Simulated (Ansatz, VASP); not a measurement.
## Two plane-wave programs on NaH

```
Na H
1.0
    -0.35955    2.39703    2.35508
     2.39703   -0.35955    2.35508
     2.03748    2.03748    0.00000
Na H
1 1
Direct
  0.00000 0.00000 0.00000
  0.50000 0.50000 0.50000
```

Change from the starting cell: engineering shear strain xy -0.3000, normal strain along z -0.0175.

Alike in both runs: task single point; functional r2SCAN; k mesh 8 × 8 × 8; occupations fermi-dirac, width 0.2 eV; no spin polarisation.

|  | VASP | Ansatz |
| --- | --- | --- |
| version | VASP 6.6.1 | Ansatz 0.2.0 |
| potentials or method | VASP PAW PBE potentials, release 64 (Na_pv, H), cutoff 520 eV | scalar-relativistic, plane waves, PAW |
| valence electrons in the cell | 8 | 10 |

|  | VASP | Ansatz | Ansatz less VASP |
| --- | --- | --- | --- |
| gap on the k mesh at the Fermi level (eV) | 3.20 | 3.18 | -0.014 |
| least direct gap on the mesh (eV) | 5.06 | 5.06 | +0.002 |
| pressure (GPa) | 0.7 | 0.8 | +0.18 |
| traceless stress, the component that is largest in VASP (GPa) | 7.83 | 7.85 | +0.016 |

VASP's potentials were made for PBE, not for r2SCAN. The functional is the same, so the differences come from potentials, cutoffs and numerics. VASP's potentials hold 8 valence electrons a cell and Ansatz's 10, so a difference there can come from the potentials and not from the codes.
